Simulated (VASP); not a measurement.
# Ga (P6/mmm) in VASP: notebook

The runs below take Ga through single point, with PBE.

Program: VASP 6.6.1. These are calculated values, not measurements. Logs are shortened: lines on timing, memory, paths and dates and some standing lists are left out, and cuts for length are marked.

**1. The cell of the first run**

It takes space group P6/mmm (No. 191, hexagonal). The conventional cell has a = 2.100 Å, b = 2.100 Å, c = 2.030 Å, α = 90.00°, β = 90.00°, γ = 120.00°. Ga (site symmetry 6/mmm) has 8 Ga at 2.03 to 2.10 Å within 2.7 Å.

**2. Single point, PBE**

Input file INCAR:

```
PREC = Accurate ; ENCUT = 520
EDIFF = 1E-6 ; ISMEAR = -1
SIGMA = 0.05 ; LREAL = F
LASPH = T ; NELM = 60
ALGO = Normal ; ISIF = 2
LWAVE = F ; LCHARG = F
GGA = PE ; NBANDS = 12
```

Input file KPOINTS:

```
Automatic mesh
0
Gamma
  17 17 15
```

Input file POSCAR:

```
Ga
1.0
    2.0997137466      0.0000000000      0.0000000000
   -1.0498568733      1.8184054452      0.0000000000
    0.0000000000      0.0000000000      2.0301126764
Ga
1
Direct
    0.0000000000      0.0000000000      0.0000000000
```

Potentials or basis: VASP PAW PBE potentials, release 64 (Ga_d).

The run is started by

```console
$ cat potpaw_PBE.64/Ga_d/POTCAR > POTCAR
$ mpirun -np 1 vasp_std > vasp.out
```

OUTCAR:

```text
PREC = Accurate
   ENCUT = 520
   EDIFF = 1E-6
   ISMEAR = -1
   LREAL = F
   LASPH = T
   NELM = 60
   ISIF = 2
   GGA = PE

 ion  position               nearest neighbor table
   1  0.000  0.000  0.000-

  LATTYP: Found a hexagonal cell.
 ALAT       =     2.0997137466
 C/A-ratio  =     0.9668521148

  Lattice vectors:

 A1 = (   2.0997137466,   0.0000000000,   0.0000000000)
 A2 = (  -1.0498568733,   1.8184054452,   0.0000000000)
 A3 = (   0.0000000000,   0.0000000000,   2.0301126764)

Analysis of symmetry for initial positions (statically):
=====================================================================
 Subroutine PRICEL returns:
 Original cell was already a primitive cell.

 Routine SETGRP: Setting up the symmetry group for a
 hexagonal supercell.

 Subroutine GETGRP returns: Found 24 space group operations
 (whereof 24 operations were pure point group operations)
 out of a pool of 24 trial point group operations.

The static configuration has the point symmetry D_6h.

Analysis of symmetry for dynamics (positions and initial velocities):
=====================================================================
 Subroutine PRICEL returns:
 Original cell was already a primitive cell.

 Routine SETGRP: Setting up the symmetry group for a
 hexagonal supercell.

 Subroutine GETGRP returns: Found 24 space group operations
 (whereof 24 operations were pure point group operations)
 out of a pool of 24 trial point group operations.

The dynamic configuration has the point symmetry D_6h.

 Subroutine INISYM returns: Found 24 space group operations
 (whereof 24 operations are pure point group operations),
 and found     1 'primitive' translations

----------------------------------------------------------------------------------------

                                     Primitive cell

  volume of cell :       7.7512

  direct lattice vectors                    reciprocal lattice vectors
     2.099713747  0.000000000  0.000000000     0.476255395  0.274966181  0.000000000
    -1.049856873  1.818405445  0.000000000     0.000000000  0.549932361  0.000000000
     0.000000000  0.000000000  2.030112676     0.000000000  0.000000000  0.492583496

  length of vectors
     2.099713747  2.099713747  2.030112676     0.549932361  0.549932361  0.492583496

  position of ions in fractional coordinates (direct lattice)
[... 82 lines left out ...]
   NFREE  =      0    steps in history (QN), initial steepest desc. (CG)
   ISIF   =      2    stress and relaxation
   ISYM   =      2    0-nonsym 1-usesym 2-fastsym
   POTIM  = 0.5000    time-step for ionic-motion
   TEBEG  =    0.0;   TEEND  =   0.0 temperature during run
   PSTRESS=    0.0 pullay stress
   NELECT =      13.0000    total number of electrons
   NUPDOWN=      -1.0000    fix difference up-down
   EMIN   =  10.00;   EMAX   =-10.00  energy-range for DOS
   EFERMI =   0.00;   METHOD = LEGACY
   ISMEAR =    -1;   SIGMA  =   0.05  broadening in eV -4-tet -1-fermi 0-gaus
   EFERMI_NEDOS =   21; number of points for ismear=-14 and -15
   IALGO  =     38    algorithm
   IMIX   =      4    mixing-type and parameters
     AMIX     =   0.40;   BMIX     =  1.00
     AMIX_MAG =   1.60;   BMIX_MAG =  1.00
  volume/ion in A,a.u.               =       7.75        52.31
  Fermi-wavevector in a.u.,A,eV,Ry     =   1.945057  3.675624 51.474188  3.783246
  Thomas-Fermi vector in A             =   2.973857
   LORBIT       =      0    0 simple, 1 ext, 2 COOP (PROOUT), +10 PAW based schemes
   GGA     = PE    functional components
   LHFCALC =     F    Hartree Fock is set to
   AEXX    =    0.0000 exact exchange contribution
   IVDW    =     0    specifies the selected vdW correction
   LEPSILON=     F    determine dielectric tensor
   LRPA    =     F    only Hartree local field effects (RPA)
 non-spin polarized calculation
  energy-cutoff  :      520.00
  volume of cell :        7.75
 maximum number of plane-waves:       218
 NGX is ok and might be reduce to    16

 number of electron      13.0000018 magnetization

 Free energy of the ion-electron system (eV)
  ---------------------------------------------------
  ext. energy  EPLUGINS =         0.00000000
  ---------------------------------------------------
  free energy    TOTEN  =         3.50014368 eV

  energy without entropy =        3.50232023  energy(sigma->0) =        3.50123195

 E-fermi :  18.3621     XC(G=0): -16.3375

 val. band max:       18.2807326286   @ k =   0.2353  -0.0000   0.3333
 cond. band min:      18.3939562284   @ k =   0.2941   0.2941   0.4667
 fundamental gap:      0.1132235998
 Fermi energy:        18.3621453478

 k-point     1 :       0.0000    0.0000    0.0000
  band No.  band energies     occupation
      1      -2.5913      2.00000
      2      -1.2888      2.00000
      3       0.3288      2.00000
      4       0.3288      2.00000
      5       2.0700      2.00000
      6       2.0700      2.00000
      7      33.0579      0.00000
      8      38.9715      0.00000
      9      39.4878      0.00000
     10      42.8884      0.00000
     11      42.8884      0.00000
     12      46.5020      0.00000
[... 331 lines left out ...]
 k-point    24 :       0.1765    0.1765    0.0000
  band No.  band energies     occupation
      1      -0.7624      2.00000
      2      -0.3176      2.00000
      3       0.3134      2.00000
      4       1.4050      2.00000
      5       1.8572      2.00000
      6       3.2402      2.00000
      7      25.0142      0.00000
      8      25.9964      0.00000
      9      38.6275      0.00000
     10      41.0813      0.00000
     11      46.9514      0.00000
     12      51.4103      0.00000

 [... further k-points ...]

------------------------ aborting loop because EDIFF is reached ----------------------------------------

  FORCE on cell =-STRESS in cart. coord.  units (eV):
  Direction    XX          YY          ZZ          XY          YZ          ZX
  --------------------------------------------------------------------------------------
  -------------------------------------------------------------------------------------
  Total       20.2011703     20.2011703     20.3445781      0.0000000      0.0000000     -0.0000000
  in kB     4175.5737027   4175.5737026   4205.2160348      0.0000000      0.0000000     -0.0000000
  external PRESSURE =    4185.4544801 kB  Pullay stress =       0.0000000 kB

 VOLUME and BASIS-vectors are now :
 -----------------------------------------------------------------------------
  energy-cutoff  :      520.00
  volume of cell :        7.75
      direct lattice vectors                 reciprocal lattice vectors
     2.099713747  0.000000000  0.000000000     0.476255395  0.274966181  0.000000000
    -1.049856873  1.818405445  0.000000000     0.000000000  0.549932361  0.000000000
     0.000000000  0.000000000  2.030112676     0.000000000  0.000000000  0.492583496

 POSITION                                       TOTAL-FORCE (eV/Angst)
 -----------------------------------------------------------------------------------
      0.00000      0.00000      0.00000         0.000000      0.000000      0.000000
 -----------------------------------------------------------------------------------
    total drift:                                0.000000      0.000000      0.000000

  FREE ENERGIE OF THE ION-ELECTRON SYSTEM (eV)
  ---------------------------------------------------
  free  energy   TOTEN  =         3.5001436759 eV

  energy  without entropy=        3.5023202325  energy(sigma->0) =        3.50123195
```

OSZICAR:

```text
N       E                     dE             d eps       ncg     rms          rms(c)
DAV:   1     0.387264394121E+02    0.38726E+02   -0.61357E+03  7932   0.230E+03
DAV:   2     0.424059585277E+01   -0.34486E+02   -0.33056E+02  6540   0.242E+02
DAV:   3     0.333150050483E+01   -0.90910E+00   -0.90760E+00  7236   0.354E+01
DAV:   4     0.332765228406E+01   -0.38482E-02   -0.38479E-02  7060   0.224E+00
DAV:   5     0.332763218397E+01   -0.20100E-04   -0.20102E-04  7464   0.156E-01    0.330E+00
DAV:   6     0.340508528931E+01    0.77453E-01   -0.69163E-02  7464   0.871E+00    0.180E+00
DAV:   7     0.349638693904E+01    0.91302E-01   -0.48352E-02  7456   0.593E+00    0.212E-01
DAV:   8     0.350015903768E+01    0.37721E-02   -0.58556E-03  8176   0.197E+00    0.416E-02
DAV:   9     0.350007420572E+01   -0.84832E-04   -0.23092E-04  8604   0.327E-01    0.381E-02
DAV:  10     0.350014281702E+01    0.68611E-04   -0.26197E-05  7220   0.116E-01    0.189E-03
DAV:  11     0.350014367591E+01    0.85889E-06   -0.14079E-06  5120   0.367E-02
   1 F= 0.35001437E+01 E0= 0.35012320E+01  d E =-.217656E-02
```

Wall time 15 s (1 thread of Intel Xeon Platinum 8488C (Sapphire Rapids), shared host); peak memory 0.13 GiB.

Results:

* Free energy: 3.5001 eV
* Pressure: 418.5 GPa

**3. Single point, PBE**

Input file INCAR:

```
SYSTEM = Ga
PREC = Accurate ; ENCUT = 520
EDIFF = 1E-7 ; ISMEAR = -1
SIGMA = 0.05 ; LREAL = .FALSE.
LASPH = .TRUE. ; NELM = 100
ALGO = Normal ; ISIF = 2
LWAVE = .FALSE. ; LCHARG = .FALSE.
GGA = PE ; NBANDS = 12
```

Input file KPOINTS:

```
regular mesh
0
G
  17 17 15
  0 0 0
```

POSCAR is that of step 2.

Potentials or basis: VASP PAW PBE potentials, release 64 (Ga_d).

The run is started by

```console
$ cat potpaw_PBE.64/Ga_d/POTCAR > POTCAR
$ mpirun -np 1 vasp_std > vasp.out
```

Wall time 16 s (1 thread of Intel Xeon Platinum 8488C (Sapphire Rapids), shared host); peak memory 0.13 GiB.

Results (log left out):

```
Free energy : 3.5001 eV
Pressure    : 418.8 GPa
```

Stress tensor (GPa, compression positive):
```
417.86   0.00   0.00
  0.00 417.86   0.00
  0.00   0.00 420.81
```

Levels at points of the mesh, in eV from the Fermi level:
```csv
k point,band 3,band 4,band 5,band 6,band 7,band 8,band 9,band 10
"(0.00, 0.00, 0.00)",-18.03,-18.03,-16.29,-16.29,14.70,20.61,21.13,24.53
```

**4. Single point, PBE**

This run uses another cell than the first one, of 8.72 Å³/atom, 1.125 times its volume.

Input file INCAR:

```
PREC = Accurate
ENCUT = 520
EDIFF = 1E-6
ISMEAR = -1
SIGMA = 0.05
LREAL = F
LASPH = T
NELM = 60
ALGO = Normal
ISIF = 2
LWAVE = F
LCHARG = F
GGA = PE
NBANDS = 12
```

Input file KPOINTS:

```
Automatic mesh
0
Gamma
  17 17 15
```

Input file POSCAR:

```
Ga
1.0
    2.1833885848      0.0000000000      0.0000000000
   -1.0916942924      1.8908699808      0.0000000000
    0.0000000000      0.0000000000      2.1121792787
Ga
1
Direct
    0.0000000000      0.0000000000      0.0000000000
```

The run is started by

```console
$ cat potpaw_PBE.64/Ga_d/POTCAR > POTCAR
$ mpirun -np 1 vasp_std > vasp.out
```

It took 12 s on 1 thread of Intel Xeon Platinum 8488C (Sapphire Rapids), shared host; peak memory 0.14 GiB.

It converged, with:

* Free energy: 1.4338 eV
* Pressure: 276.3 GPa

Stress tensor (GPa, compression positive):
```
276.15   0.00   0.00
  0.00 276.15   0.00
  0.00   0.00 276.54
```

Levels at points of the mesh, in eV from the Fermi level:
| k point | band 4 | band 5 | band 6 | band 7 | band 8 | band 9 |
| --- | --- | --- | --- | --- | --- | --- |
| (0.00, 0.00, 0.00) | -17.18 | -15.78 | -15.78 | 13.81 | 18.94 | 20.78 |

**5. Single point, PBE**

This run uses another cell than the first one, of 10.66 Å³/atom, 1.375 times its volume.

Input file INCAR:

```
SYSTEM = Ga
ALGO = Normal
EDIFF = 1E-6
ENCUT = 520
GGA = PE
ISIF = 2
ISMEAR = -1
LASPH = .TRUE.
LCHARG = .FALSE.
LREAL = .FALSE.
LWAVE = .FALSE.
NBANDS = 12
NELM = 60
PREC = Accurate
SIGMA = 0.05
```

Input file KPOINTS:

```
k-points
0
G
  17 17 15
  0 0 0
```

Input file POSCAR:

```
Ga
1.0
    2.3349176855      0.0000000000      0.0000000000
   -1.1674588427      2.0220980314      0.0000000000
    0.0000000000      0.0000000000      2.2573550606
Ga
1
Direct
    0.0000000000      0.0000000000      0.0000000000
```

The run is started by

```console
$ cat potpaw_PBE.64/Ga_d/POTCAR > POTCAR
$ mpirun -np 1 vasp_std > vasp.out
```

It took 28 s on 1 thread of Intel Xeon Platinum 8488C (Sapphire Rapids), shared host; peak memory 0.14 GiB.

It converged, with:

| Quantity | Value |
| --- | --- |
| Free energy | -0.8924 eV |
| Pressure | 129.0 GPa |

Stress tensor (GPa, compression positive):
```
128.98   0.00   0.00
  0.00 128.98   0.00
  0.00   0.00 129.09
```

Levels at points of the mesh, in eV from the Fermi level:
```tsv
k point	band 4	band 5	band 6	band 7	band 8	band 9
(0.00, 0.00, 0.00)	-16.11	-15.17	-15.17	12.34	16.59	19.40
```

**6. Overview**

```tsv
cell	gap on the mesh (eV)	pressure (GPa)
a = 2.100, b = 2.100, c = 2.030 Å, angles 90.0, 90.0, 120.0°, 1 atom	none	418.8
a = 2.183, b = 2.183, c = 2.112 Å, angles 90.0, 90.0, 120.0°, 1 atom	none	276.3
a = 2.335, b = 2.335, c = 2.257 Å, angles 90.0, 90.0, 120.0°, 1 atom	none	129.0
```

Alike in all rows: task single point; level PBE; potentials or basis VASP PAW PBE potentials, release 64 (Ga_d); no spin polarisation; k mesh 17 × 17 × 15; cutoff (eV) 520; smearing fermi-dirac 0.05 eV.

Total energies depend on the potentials used, so only differences within one code and one set of settings carry meaning.
